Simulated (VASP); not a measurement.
## PbO: single point with PBE+D3(BJ)

Crystal: PbO.

```
Pb O
1.0
     3.97440    0.00000    0.00000
     0.00000    3.97440    0.00000
     0.00000    0.00000    5.02200
Pb O
2 2
Cartesian
  0.0000 1.9872 1.1807
  1.9872 0.0000 3.8413
  0.0000 0.0000 0.0000
  1.9872 1.9872 0.0000
```

```yaml
Program: VASP 6.6.1
Task: single point
Functional: PBE
Dispersion: D3(BJ)
Potentials_or_basis: VASP PAW PBE potentials, release 64 (Pb_d, O)
Cutoff: 520 eV
k_mesh: 8 × 8 × 6
Occupations: gaussian, width 0.05 eV
Spin: no spin polarisation
```

```json
{
 "Pressure": "3.0 GPa",
 "Largest force": "0.511 eV/Å",
 "Band gap on the k mesh": "1.25 eV (least direct gap 2.32 eV)",
 "Dispersion energy per atom": "-0.239 eV"
}
```

Forces in eV/Å, atoms in the order of the input:
```
Pb   0.000  0.000  0.511
Pb   0.000  0.000 -0.511
O    0.000  0.000  0.000
O    0.000  0.000  0.000
```

Stress tensor (GPa, compression positive):
```
3.35 0.00 0.00
0.00 3.35 0.00
0.00 0.00 2.36
```

Levels at points of the mesh, in eV from the valence-band top:
```
           k point  band 18  band 19  band 20  band 21  band 22  band 23
(0.00, 0.00, 0.00)    -1.71    -1.71    -0.01     2.36     5.45     5.69
(0.50, 0.00, 0.00)    -3.06    -1.66    -1.66     3.40     3.40     6.56
(0.50, 0.50, 0.00)    -1.66    -1.08    -1.08     1.25     1.25     5.31
(0.00, 0.00, 0.50)    -1.74    -1.74    -0.95     1.95     4.05     4.05
(0.50, 0.00, 0.50)    -3.02    -1.00    -1.00     3.08     3.08     6.37
(0.50, 0.50, 0.50)    -2.23    -1.08    -1.08     3.48     3.48     4.74
```

It took 99 s on 1 thread of Intel(R) Xeon(R) Platinum 8488C (Sapphire Rapids), with other jobs on the host, peak memory 0.25 GiB.

Caveat: the cell stands under pressure; spin-orbit coupling is left out, which moves the levels of the heavy elements. A k mesh can miss the band edges.
